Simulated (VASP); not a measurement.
Here is a VASP 6.6.1 calculation.

Contents of INCAR:

```
SYSTEM = GdCu
ALGO = Normal ; EDIFF = 1E-6
ENCUT = 520 ; GGA = CA
ISIF = 2 ; ISMEAR = -1
ISPIN = 2 ; LASPH = .True.
LCHARG = .True. ; LELF = .True.
LMAXMIX = 6 ; LORBIT = 11
LREAL = .False. ; LVHAR = .True.
LWAVE = .False. ; MAGMOM = 6.9 0
NBANDS = 26 ; NELM = 150
PREC = Accurate ; SIGMA = 0.05
```

KPOINTS

```
k-points
0
Gamma
  12 12 12
  0 0 0
```

Contents of POSCAR:

```
GdCu
1.0
    3.5020000000      0.0000000000      0.0000000000
    0.0000000000      3.5020000000      0.0000000000
    0.0000000000      0.0000000000      3.5020000000
Gd Cu
1 1
Direct
    0.5000000000      0.5000000000      0.5000000000
    0.0000000000      0.0000000000      0.0000000000
```

Potentials or basis: VASP PAW PBE potentials, release 64 (Gd, Cu).

Command:

```console
$ cat potpaw_PBE.64/Gd/POTCAR potpaw_PBE.64/Cu/POTCAR > POTCAR
$ mpirun -np 1 vasp_std > vasp.out
```

Task: What does it give for the net moment?

Result: 7.04 μB per cell.

Task: Predict the site moments.

Result: Gd +6.77; Cu +0.00 μB.

Caveat: the cell stands under tension. The state reached can hang on the start; a lower one may exist.
